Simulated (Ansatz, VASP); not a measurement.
Ti in VASP and in Ansatz

Contents of INCAR:

```
SYSTEM = Ti
ALGO     = Fast           ! electronic algorithm
EDIFF    = 1E-6           ! SCF threshold, eV
ENCUT    = 520            ! plane-wave cutoff, eV
GGA      = PS             ! functional
ISIF     = 2              ! what is computed and relaxed
ISMEAR   = 0              ! smearing method
LASPH    = .True.         ! aspherical terms in the spheres
LCHARG   = .True.         ! write CHGCAR
LELF     = .True.         ! ELF
LREAL    = .False.        ! projectors in reciprocal space
LVHAR    = .True.       
LWAVE    = .False.        ! write WAVECAR
NBANDS   = 19             ! bands
NELM     = 80             ! most SCF steps
PREC     = Accurate       ! precision mode
SIGMA    = 0.15           ! smearing width, eV
```

File KPOINTS:

```
k-points
0
Gamma
  18 18 10
  0 0 0
```

The input POSCAR:

```
Ti
1.0
    2.8614979246      0.0000000000      0.0000000000
   -1.4307489623      2.4781298956      0.0000000000
    0.0000000000      0.0000000000      4.8265800000
Ti
2
Direct
    0.3333333333      0.6666666667      0.2500000000
    0.6666666667      0.3333333333      0.7500000000
```

Input for Ansatz:

```yaml
crystal:
  lattice:
    - [2.8614979246, 0.0, 0.0]
    - [-1.4307489623, 2.4781298956, 0.0]
    - [0.0, 0.0, 4.82658]
  atoms:
    - { symbol: Ti, position: [0.3333333333, 0.6666666667, 0.25] }
    - { symbol: Ti, position: [0.6666666667, 0.3333333333, 0.75] }
basis:
  ecutwfc: 420
kpoints:
  mp_grid: { grid: [18, 18, 10] }
hamiltonian:
  xc: pbesol
scf:
  occupations: { method: gaussian, width: 0.15 }
output:
  forces: true
  stress: true
  eigenvalues: true
```

Change from the starting cell: strain -0.030 along x and y, +0.030 along z, atoms carried along.

Alike in both runs: task single point; functional PBEsol; k mesh 18 × 18 × 10; occupations gaussian, width 0.15 eV; no spin polarisation.

|  | VASP | Ansatz |
| --- | --- | --- |
| version | VASP 6.6.1 | Ansatz 0.2.0 |
| potentials or method | VASP PAW PBE potentials, release 64 (Ti_sv), cutoff 520 eV | scalar-relativistic, plane waves, PAW |
| valence electrons in the cell | 24 | 24 |

```tsv
	VASP	Ansatz	Ansatz less VASP
gap on the k mesh at the Fermi level (eV)	none	none	-
pressure (GPa)	-2.9	-2.6	+0.28
traceless stress, the component that is largest in VASP (GPa)	-4.44	-4.48	-0.039
```

VASP's potentials were made for PBE, not for PBEsol. A gap of «none» marks a metal or a gap that the smearing closes.
